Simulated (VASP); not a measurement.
# NaSr32 (a cell with a defect) in VASP: a series of runs

Runs on NaSr32 (a cell with a defect). Level: PBE. Tasks: single point.

Everything below comes from runs of VASP 6.6.1. Logs are shortened: lines on timing, memory, paths and dates and some standing lists are left out, and cuts for length are marked.

### 1 The cell of the first run

The cell holds a defect, 33 atoms: a = 12.160 Å, b = 12.160 Å, c = 12.160 Å, α = 90.00°, β = 90.00°, γ = 90.00°.

### 2 Single point, PBE

The input, INCAR:

```
SYSTEM = NaSr32
  PREC = Accurate
  ENCUT = 520
  EDIFF = 1E-6
  ISMEAR = -1
  SIGMA = 0.05
  LREAL = Auto
  LASPH = .TRUE.
  NELM = 100
  ALGO = Normal
  ISIF = 2
  LWAVE = .FALSE.
  LCHARG = .FALSE.
  GGA = PE
  NBANDS = 186
```

The input, KPOINTS:

```
regular mesh
0
G
  1 1 1
  0 0 0
```

The input, POSCAR:

```
NaSr32
1.0
   12.1600000000      0.0000000000      0.0000000000
    0.0000000000     12.1600000000      0.0000000000
    0.0000000000      0.0000000000     12.1600000000
Sr Na
32 1
Direct
    0.4867269737      0.0109786184      0.0207319079
    0.6908141447      0.2742927632      0.0090871711
    0.7849917763      0.0336266447      0.1968914474
    0.0178782895     -0.0540296053      0.0101069079
    0.1484292763      0.2002549342      0.0650657895
    0.5108963816      0.5512828947     -0.0288733553
    0.7556496711      0.7414967105      0.0283799342
    0.3217763158      0.0271463816      0.2493914474
    0.5188322368      0.3025411184      0.2374342105
    0.8002467105      0.4756414474      0.2578371711
    0.5742023026     -0.0137911184      0.4441365132
    0.7452878289      0.2606578947      0.4777713816
    0.7004851974      0.0478618421      0.7995230263
    0.0181907895      0.4349177632     -0.0172450658
    0.2745476974      0.7654440789      0.0300246711
   -0.0067187500      0.2405345395      0.2812828947
    0.2479687500      0.4831167763      0.1653371711
    0.5629029605      0.7124013158      0.2622779605
    0.0095723684      0.0334539474      0.5099013158
    0.2939967105      0.2460444079      0.4519243421
    0.4272697368      0.5554605263      0.4979276316
    0.8132319079      0.7555345395      0.4791858553
    0.2231907895     -0.0089638158      0.7574835526
    0.3495394737      0.2957236842      0.9280838816
    0.7367680921      0.4601809211      0.7107154605
    0.0538569079      0.6897532895      0.1987417763
    0.0439802632      0.4921628289      0.4659950658
    0.2309786184      0.8196052632      0.4484786184
   -0.0204523026      0.2169161184      0.7939391447
    0.2072368421      0.4743914474      0.7321052632
    0.4796957237      0.7579769737      0.6974753289
   -0.0084950658      0.7078782895      0.7835690789
    0.5195312500      0.2833717105      0.7125411184
```

Potentials or basis: VASP PAW PBE potentials, release 64 (Sr_sv, Na_pv).

Launch:

```
$ cat potpaw_PBE.64/Sr_sv/POTCAR potpaw_PBE.64/Na_pv/POTCAR > POTCAR
$ mpirun -np 1 vasp_gam > vasp.out
```

OUTCAR:

```text
SYSTEM = NaSr32
   PREC = Accurate
   ENCUT = 520
   EDIFF = 1E-6
   ISMEAR = -1
   LREAL = Auto
   LASPH = .TRUE.
   NELM = 100
   ISIF = 2
   GGA = PE

 ion  position               nearest neighbor table
   1  0.487  0.011  0.021-   8 3.43  13 3.77  15 3.95  24 4.01   2 4.05   3 4.22   9 4.43  23 4.54
                             7 4.63   5 4.74  18 4.76  31 4.99
   2  0.691  0.274  0.009-   9 3.49  13 3.75   3 3.88   6 4.04   1 4.05  10 4.11  24 4.27  25 4.31
                            29 4.43  14 4.45  16 4.97
   3  0.785  0.034  0.197-  16 3.71   4 3.78   2 3.88  11 3.99   7 4.12   1 4.22  12 4.42   9 4.63
                            19 4.68  18 4.81  22 4.83  13 4.94   5 5.12
   4  0.018  0.946  0.010-   5 3.54   3 3.78  15 3.82  26 3.89  23 4.00  32 4.01   7 4.05  29 4.24
                            13 4.79   8 4.81  16 4.88
   5  0.148  0.200  0.065-  24 3.18  16 3.27  14 3.41   4 3.54   8 3.73  17 3.84  29 3.89  23 4.61
                             1 4.74  20 5.06   3 5.12   9 5.12
   6  0.511  0.551  0.971-  24 3.71   7 3.83  15 3.94   2 4.04  17 4.06  18 4.10  31 4.19  25 4.34
                             9 4.43  30 4.79  10 5.04
   7  0.756  0.741  0.028-  18 3.70   6 3.83   4 4.05   3 4.12  32 4.15  26 4.22  10 4.30   1 4.63
                            13 4.70  14 4.94
   8  0.322  0.027  0.249-   1 3.43  20 3.64  28 3.67   5 3.73  11 3.91   9 4.12  15 4.19  16 4.78
                             4 4.81  18 4.82  19 4.95  24 5.10
   9  0.519  0.303  0.237-   2 3.49  20 3.84  10 4.03  12 4.05  17 4.05   8 4.12  24 4.29   6 4.43
                             1 4.43  21 4.55   3 4.63  11 4.64  18 5.02   5 5.12
  10  0.800  0.476  0.258-  16 3.71  12 3.80  27 3.90   9 4.03  18 4.08  26 4.10   2 4.11  14 4.30
                             7 4.30  22 4.34   6 5.04
  11  0.574  0.986  0.444-   8 3.91  12 3.95   3 3.99  18 4.00  22 4.06  31 4.30  28 4.64   9 4.64
                            13 4.65  20 4.65
  12  0.745  0.261  0.478-  25 3.73  10 3.80  16 3.86  11 3.95   9 4.05  19 4.26   3 4.42  27 4.60
                            13 4.72  29 4.81
  13  0.700  0.048  0.800-   2 3.75  33 3.76   1 3.77  29 3.97  31 4.60  11 4.65   7 4.70  12 4.72
                             4 4.79   3 4.94
  14  0.018  0.435  0.983-   5 3.41  29 3.54  17 3.62  30 3.85  26 4.09  32 4.12  10 4.30  16 4.34
                            24 4.42   2 4.45  25 4.77   7 4.94  15 5.12
  15  0.275  0.765  0.030-  26 3.50  17 3.82   4 3.82   6 3.94   1 3.95   8 4.19  23 4.35  18 4.55
                            32 4.62  31 4.75  14 5.12  30 5.13
  16  0.993  0.241  0.281-   5 3.27  10 3.71   3 3.71  19 3.76  27 3.85  12 3.86  20 4.20  14 4.34
                            17 4.50   8 4.78   4 4.88   2 4.97
  17  0.248  0.483  0.165-  26 3.47  14 3.62  15 3.82   5 3.84  24 3.88   9 4.05   6 4.06  27 4.42
                            16 4.50  20 4.56  21 4.68  18 4.88
  18  0.563  0.712  0.262-   7 3.70  21 3.82  11 4.00  22 4.06  10 4.08   6 4.10  15 4.55   1 4.76
[... 14 lines left out ...]
                            14 4.77  31 4.79  27 4.79
  26  0.054  0.690  0.199-  17 3.47  15 3.50   4 3.89  27 4.04  28 4.04  14 4.09  10 4.10   7 4.22
                            22 4.56  32 5.11
  27  0.044  0.492  0.466-  30 3.80  16 3.85  10 3.90  26 4.04  22 4.26  20 4.27  17 4.42  28 4.59
                            12 4.60  32 4.71  21 4.74  25 4.79
  28  0.231  0.820  0.448-   8 3.67  19 3.82  26 4.04  21 4.05  23 4.30  31 4.34  27 4.59  11 4.64
                            18 4.81
  29  0.980  0.217  0.794-  14 3.54   5 3.89  13 3.97  23 4.06  19 4.13   4 4.24  30 4.25  25 4.30
                             2 4.43  12 4.81  24 4.88
  30  0.207  0.474  0.732-  24 3.66  27 3.80  14 3.85  32 3.92  21 4.03  29 4.25  20 4.52   6 4.79
                            31 4.80  15 5.13
  31  0.480  0.758  0.697-  21 3.52   6 4.19  23 4.28  11 4.30  28 4.34  13 4.60  15 4.75  25 4.79
                            30 4.80  22 4.85   1 4.99
  32  0.992  0.708  0.784-  30 3.92   4 4.01  14 4.12   7 4.15  22 4.33  25 4.41  23 4.46  15 4.62
                            27 4.71  26 5.11
  33  0.520  0.283  0.713-  24 3.34  25 3.41  13 3.76

  LATTYP: Found a simple cubic cell.
 ALAT       =    12.1600000000

  Lattice vectors:

 A1 = (  12.1600000000,   0.0000000000,   0.0000000000)
 A2 = (   0.0000000000,  12.1600000000,   0.0000000000)
 A3 = (   0.0000000000,   0.0000000000,  12.1600000000)

Analysis of symmetry for initial positions (statically):
=====================================================================
 Subroutine PRICEL returns:
 Original cell was already a primitive cell.

 Routine SETGRP: Setting up the symmetry group for a
 simple cubic supercell.

 Subroutine GETGRP returns: Found  1 space group operations
 (whereof  1 operations were pure point group operations)
 out of a pool of 48 trial point group operations.

The static configuration has the point symmetry C_1 .

Analysis of symmetry for dynamics (positions and initial velocities):
=====================================================================
 Subroutine PRICEL returns:
 Original cell was already a primitive cell.

 Routine SETGRP: Setting up the symmetry group for a
 simple cubic supercell.

[... 57 lines left out ...]
     0.519531250  0.283371710  0.712541118

  ion indices of the primitive-cell ions
   primitive index   ion index
                 1           1
                 2           2
                 3           3
                 4           4
                 5           5
                 6           6
[... 25 lines left out ...]
                32          32
                33          33

----------------------------------------------------------------------------------------

 KPOINTS: regular mesh

Automatic generation of k-mesh.
 Grid dimensions read from file:
 generate k-points for:    1    1    1

 Generating k-lattice:

  Cartesian coordinates                     Fractional coordinates (reciprocal lattice)
     0.082236842  0.000000000  0.000000000     1.000000000  0.000000000  0.000000000
     0.000000000  0.082236842  0.000000000     0.000000000  1.000000000  0.000000000
     0.000000000  0.000000000  0.082236842     0.000000000  0.000000000  1.000000000

  Length of vectors
     0.082236842  0.082236842  0.082236842

  Shift w.r.t. Gamma in fractional coordinates (k-lattice)
     0.000000000  0.000000000  0.000000000

 Subroutine IBZKPT returns following result:
 ===========================================

 Found      1 irreducible k-points:

 Following reciprocal coordinates:
            Coordinates               Weight
  0.000000  0.000000  0.000000      1.000000
   k-points           NKPTS =      1   k-points in BZ     NKDIM =      1   number of bands    NBANDS=    186
   number of dos      NEDOS =    301   number of ions     NIONS =     33
   total plane-waves  NPLWV = 729000
   dimension x,y,z NGX =    90 NGY =   90 NGZ =   90
   dimension x,y,z NGXF=   180 NGYF=  180 NGZF=  180
   ions per type =              32   1
   NGX,Y,Z   is equivalent  to a cutoff of  12.30, 12.30, 12.30 a.u.
   NGXF,Y,Z  is equivalent  to a cutoff of  24.61, 24.61, 24.61 a.u.
 SYSTEM =  NaSr32
   PREC   = accura    normal or accurate (medium, high low for compatibility)
   ISTART =      0    job   : 0-new  1-cont  2-samecut
   ICHARG =      2    charge: 1-file 2-atom 10-const
   ISPIN  =      1    spin polarized calculation?
   LNONCOLLINEAR =      F non collinear calculations
   LSORBIT =      F    spin-orbit coupling
   LASPH  =      T    aspherical Exc in radial PAW
   ENCUT  =  520.0 eV  38.22 Ry    6.18 a.u.  22.61 22.61 22.61*2*pi/ulx,y,z
   NELM   =    100;   NELMIN=  2; NELMDL= -5     # of ELM steps
   EDIFF  = 0.1E-05   stopping-criterion for ELM
   LREAL  =      T    real-space projection
   EDIFFG = 0.1E-04   stopping-criterion for IOM
   NSW    =      0    number of steps for IOM
   IBRION =     -1    ionic relax: 0-MD 1-quasi-New 2-CG
   NFREE  =      0    steps in history (QN), initial steepest desc. (CG)
   ISIF   =      2    stress and relaxation
   ISYM   =      2    0-nonsym 1-usesym 2-fastsym
   POTIM  = 0.5000    time-step for ionic-motion
   TEBEG  =    0.0;   TEEND  =   0.0 temperature during run
   PSTRESS=    0.0 pullay stress
   NELECT =     327.0000    total number of electrons
   NUPDOWN=      -1.0000    fix difference up-down
   EMIN   =  10.00;   EMAX   =-10.00  energy-range for DOS
   EFERMI =   0.00;   METHOD = LEGACY
   ISMEAR =    -1;   SIGMA  =   0.05  broadening in eV -4-tet -1-fermi 0-gaus
   EFERMI_NEDOS =   21; number of points for ismear=-14 and -15
   IALGO  =     38    algorithm
   IMIX   =      4    mixing-type and parameters
     AMIX     =   0.40;   BMIX     =  1.00
     AMIX_MAG =   1.60;   BMIX_MAG =  1.00
  volume/ion in A,a.u.               =      54.49       367.69
  Fermi-wavevector in a.u.,A,eV,Ry     =   0.927521  1.752761 11.705032  0.860296
  Thomas-Fermi vector in A             =   2.053600
   LORBIT       =      0    0 simple, 1 ext, 2 COOP (PROOUT), +10 PAW based schemes
   GGA     = PE    functional components
   LHFCALC =     F    Hartree Fock is set to
   AEXX    =    0.0000 exact exchange contribution
   IVDW    =     0    specifies the selected vdW correction
   LEPSILON=     F    determine dielectric tensor
   LRPA    =     F    only Hartree local field effects (RPA)
 non-spin polarized calculation
  energy-cutoff  :      520.00
  volume of cell :     1798.05
 maximum number of plane-waves:     24245
 NGX is ok and might be reduce to    90
   NGX = 45   NGY = 45   NGZ = 45

 number of electron     326.9999999 magnetization

 Free energy of the ion-electron system (eV)
  ---------------------------------------------------
  ext. energy  EPLUGINS =         0.00000000
  ---------------------------------------------------
  free energy    TOTEN  =       -46.81070535 eV

  energy without entropy =      -46.38819430  energy(sigma->0) =      -46.59944982

 E-fermi :   1.5078     XC(G=0):  -7.2920

 val. band max:        1.4768244109   @ k =   0.0000   0.0000   0.0000
 cond. band min:       1.5090271966   @ k =   0.0000   0.0000   0.0000
 fundamental gap:      0.0322027857
 Fermi energy:         1.5078002015

 k-point     1 :       0.0000    0.0000    0.0000
  band No.  band energies     occupation
      1     -35.5102      2.00000
      2     -35.4797      2.00000
      3     -35.4767      2.00000
      4     -35.4573      2.00000
      5     -35.4313      2.00000
      6     -35.3754      2.00000
[... 167 lines left out ...]
    174       1.9386      0.00036
    175       1.9527      0.00027
 [bands above 175 left out]

------------------------ aborting loop because EDIFF is reached ----------------------------------------

  FORCE on cell =-STRESS in cart. coord.  units (eV):
  Direction    XX          YY          ZZ          XY          YZ          ZX
  --------------------------------------------------------------------------------------
  -------------------------------------------------------------------------------------
  Total        7.8407238      9.9051099      8.9112101      0.3139857      2.0563818     -7.9186308
  in kB        6.9866021      8.8261063      7.9404760      0.2797820      1.8323719     -7.0560225
  external PRESSURE =       7.9177282 kB  Pullay stress =       0.0000000 kB

 VOLUME and BASIS-vectors are now :
 -----------------------------------------------------------------------------
  energy-cutoff  :      520.00
  volume of cell :     1798.05
      direct lattice vectors                 reciprocal lattice vectors
    12.160000000  0.000000000  0.000000000     0.082236842  0.000000000  0.000000000
     0.000000000 12.160000000  0.000000000     0.000000000  0.082236842  0.000000000
     0.000000000  0.000000000 12.160000000     0.000000000  0.000000000  0.082236842

 POSITION                                       TOTAL-FORCE (eV/Angst)
 -----------------------------------------------------------------------------------
      5.91860      0.13350      0.25210         0.265513     -0.310810     -0.342493
      8.40030      3.33540      0.11050         0.818061      0.314830     -0.419774
      9.54550      0.40890      2.39420        -0.258133     -0.196878      0.281011
      0.21740     11.50300      0.12290        -0.258019      0.166897     -0.135789
      1.80490      2.43510      0.79120         0.273694     -0.663351      0.248775
      6.21250      6.70360     11.80890         0.088445     -0.017117     -0.176564
[... 25 lines left out ...]
     12.05670      8.60780      9.52820         0.018146      0.278896     -0.271250
      6.31750      3.44580      8.66450        -0.193306     -0.166820     -0.370119
 -----------------------------------------------------------------------------------
    total drift:                               -0.000807      0.002311      0.000495

  FREE ENERGIE OF THE ION-ELECTRON SYSTEM (eV)
  ---------------------------------------------------
  free  energy   TOTEN  =       -46.8107053511 eV

  energy  without entropy=      -46.3881942984  energy(sigma->0) =      -46.59944982
```

It took 11 min on 1 thread of AMD EPYC 7R43 (Zen 3), shared host; peak memory 1.3 GiB.

What came out:

```yaml
Free_energy: -46.8107 eV
Pressure: 0.8 GPa
Largest_force: 1.356 eV/Å
Band_gap_on_the_k_mesh: zero (an odd number of electrons rules out a gap without spin polarisation)
```

Forces in eV/Å, atoms in the order of the input:
```
Sr   0.266 -0.311 -0.342
Sr   0.818  0.315 -0.420
Sr  -0.258 -0.197  0.281
Sr  -0.258  0.167 -0.136
Sr   0.274 -0.663  0.249
Sr   0.088 -0.017 -0.177
Sr   0.261  0.037 -0.496
Sr  -0.590 -0.096 -0.132
Sr  -0.327 -0.028  0.314
Sr  -0.237  0.454 -0.337
Sr  -0.301  0.124  0.357
Sr   0.018 -0.360  0.229
Sr   0.361 -0.580 -0.646
Sr  -0.926  0.988  0.059
Sr   0.537  0.160 -0.661
Sr  -0.091  0.071  0.015
Sr   0.684 -0.409  0.869
Sr  -0.623  0.288 -0.022
Sr  -0.412 -0.071  0.024
Sr  -0.221  0.056  0.719
Sr   0.133 -0.814 -0.433
Sr  -0.005 -0.094  0.030
Sr   0.489  0.163  0.038
Sr   0.597 -0.385 -0.372
Sr   0.376  0.709  0.278
Sr  -1.158  0.403  0.538
Sr  -0.042  0.110  0.307
Sr   0.134 -0.637  0.331
Sr  -0.131 -0.110 -0.586
Sr   0.434  0.084  0.130
Sr   0.285  0.531  0.634
Sr   0.018  0.279 -0.271
Na  -0.193 -0.167 -0.370
```

Stress tensor (GPa, compression positive):
```
 0.70  0.03 -0.71
 0.03  0.88  0.18
-0.71  0.18  0.79
```

Caveat: the k points lie up to 0.52 Å⁻¹ apart, too coarse for converged energies and pressures of a metal.

### 3 Single point, PBE

The input, INCAR:

```
SYSTEM = NaSr32
ALGO     = Normal         ! electronic algorithm
EDIFF    = 1E-7           ! SCF threshold, eV
ENCUT    = 520            ! plane-wave cutoff, eV
GGA      = PE             ! functional
ISIF     = 2              ! what is computed and relaxed
ISMEAR   = -1             ! smearing method
LASPH    = .True.         ! aspherical terms in the spheres
LCHARG   = .False.        ! write CHGCAR
LREAL    = Auto         
LWAVE    = .False.        ! write WAVECAR
NBANDS   = 186            ! bands
NELM     = 80             ! most SCF steps
PREC     = Accurate       ! precision mode
SIGMA    = 0.05           ! smearing width, eV
```

The input, KPOINTS:

```
k-points
0
Gamma
  1 1 1
  0 0 0
```

The input, POSCAR:

```
NaSr32
1.0
   12.1600000000      0.0000000000      0.0000000000
    0.0000000000     12.1600000000      0.0000000000
    0.0000000000      0.0000000000     12.1600000000
Sr Na
32 1
Direct
    0.5462335526     -0.0262828947      0.0022039474
    0.7547368421      0.2830098684     -0.0273108553
    0.7773930921      0.0084457237      0.2369736842
   -0.0236924342     -0.0623108553     -0.0306496711
    0.0892351974      0.1677878289      0.0870723684
    0.5183141447      0.5205921053     -0.0987911184
    0.7624177632      0.7430838816     -0.0632483553
    0.2692351974     -0.0100657895      0.2511184211
    0.5105098684      0.2670230263      0.2845641447
    0.7360279605      0.5199259868      0.2479769737
    0.5228453947      0.0235115132      0.4756332237
    0.7326315789      0.2472861842      0.5273766447
    0.7871710526     -0.0199835526      0.7051644737
   -0.0378536184      0.5326151316      0.0096957237
    0.2934786184      0.7650246711     -0.0259786184
   -0.0375411184      0.2744407895      0.3057894737
    0.2751644737      0.4829934211      0.2101891447
    0.5161266447      0.7688240132      0.2545148026
   -0.0207072368     -0.0048930921      0.4772779605
    0.2343174342      0.1950575658      0.5404687500
    0.4669819079      0.4857401316      0.5056250000
    0.7923355263      0.7571546053      0.4762335526
    0.2713486842      0.0078865132      0.7820148026
    0.3706003289      0.2104523026      0.9623026316
    0.7672861842      0.5575164474      0.6663569079
   -0.0144325658      0.7633963816      0.2406990132
    0.0779934211      0.4968996711      0.5056990132
    0.2439967105      0.7477302632      0.5028453947
   -0.0101726974      0.2442351974      0.7394901316
    0.2558388158      0.4978536184      0.7817269737
    0.5395312500      0.7950822368      0.7148684211
    0.0237582237      0.7614062500      0.7004934211
    0.5284457237      0.2416447368      0.6982730263
```

Potentials or basis: VASP PAW PBE potentials, release 64 (Sr_sv, Na_pv).

Launch:

```
$ cat potpaw_PBE.64/Sr_sv/POTCAR potpaw_PBE.64/Na_pv/POTCAR > POTCAR
$ mpirun -np 1 vasp_gam > vasp.out
```

Wall time 11 min (1 thread of AMD EPYC 7R43 (Zen 3), shared host); peak memory 1.3 GiB.

Results (log left out):

| Item | Value |
| --- | --- |
| Free energy | -48.9340 eV |
| Pressure | 0.6 GPa |
| Largest force | 1.139 eV/Å |
| Band gap on the k mesh | zero (an odd number of electrons rules out a gap without spin polarisation) |

Forces in eV/Å, atoms in the order of the input:
```
Sr   0.342  0.097 -0.067
Sr  -0.300 -0.381  0.132
Sr  -0.404  0.250 -0.204
Sr   0.237 -0.009 -0.199
Sr   0.251  0.683 -0.718
Sr   0.732 -0.003  0.664
Sr  -0.583 -0.234  0.411
Sr  -0.014  0.031 -0.037
Sr   0.033 -0.284 -0.658
Sr  -0.154 -0.125  0.100
Sr  -0.106 -0.525  0.191
Sr   0.529  0.383 -0.410
Sr  -0.383  0.370  0.541
Sr   0.810 -0.379 -0.279
Sr  -0.316 -0.197  0.366
Sr  -0.207  0.369  0.505
Sr  -0.225  0.088 -0.253
Sr   0.070 -0.431  0.052
Sr   0.808  0.424 -0.192
Sr   0.305  0.494 -0.516
Sr   0.060  0.295  0.271
Sr  -0.669  0.213 -0.490
Sr  -0.390 -0.428 -0.434
Sr   0.037  0.960  0.328
Sr   0.081 -0.942  0.634
Sr   0.646 -0.284 -0.104
Sr  -0.570 -0.252 -0.208
Sr   0.740  0.567 -0.316
Sr   0.288  0.114  0.249
Sr  -0.724 -0.316 -0.225
Sr  -0.597 -0.346 -0.268
Sr   0.063 -0.187  0.719
Na  -0.393 -0.015  0.417
```

Stress tensor (GPa, compression positive):
```
0.62 0.07 0.03
0.07 0.76 0.10
0.03 0.10 0.36
```

Levels at points of the mesh, in eV from the Fermi level:
| k point | band 159 | band 160 | band 161 | band 162 | band 163 | band 164 | band 165 | band 166 | band 167 | band 168 |
| --- | --- | --- | --- | --- | --- | --- | --- | --- | --- | --- |
| (0.00, 0.00, 0.00) | -0.20 | -0.13 | -0.11 | -0.06 | -0.02 | 0.00 | 0.02 | 0.07 | 0.09 | 0.16 |

Caveat: the k points lie up to 0.52 Å⁻¹ apart, too coarse for converged energies and pressures of a metal.
